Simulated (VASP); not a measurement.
Runs of VASP 6.6.1 on Tl2F. The structure is that of space group P6/mmm (No. 191), or close to it. The cells are those of the table. The cell was generated, and may not be a known phase.

```csv
task,cell,k mesh,cutoff (eV),gap on the mesh (eV),pressure (GPa),relaxed volume (Å³/atom)
relaxation of cell and atoms,"relaxed from a = 5.243, b = 5.243, c = 3.202 Å, angles 90.0, 90.0, 120.0°, 3 atoms",12 × 12 × 14,600,none,0.0,25.66
single point,"a = 4.799, b = 4.799, c = 3.577 Å, angles 90.0, 90.0, 120.0°, 3 atoms",6 × 6 × 6,520,none,5.7,-
single point,"a = 5.214, b = 5.214, c = 3.284 Å, angles 90.0, 90.0, 120.0°, 3 atoms",12 × 12 × 14,520,none,-0.1,-
relaxation of cell and atoms,"relaxed from a = 4.799, b = 4.799, c = 3.577 Å, angles 90.0, 90.0, 120.0°, 3 atoms",6 × 6 × 6,600,none,0.0,(a)
single point,"a = 5.243, b = 5.243, c = 3.202 Å, angles 90.0, 90.0, 120.0°, 3 atoms",6 × 6 × 6,520,none,0.0,-
```

Alike in all rows: level PBE; potentials or basis VASP PAW PBE potentials, release 64 (Tl_d, F); no spin polarisation; smearing gaussian 0.1 eV.

Estimate the missing entries.

(a) 25.31.

Caveats: spin-orbit coupling is left out, which moves the levels of the heavy elements; the stress differs along the axes, from -2 to 10 GPa (at least some runs).

A k mesh can miss the band edges, and the runs leave out spin-orbit coupling on Tl.

A gap of «none» marks levels without a gap at the run's occupations.
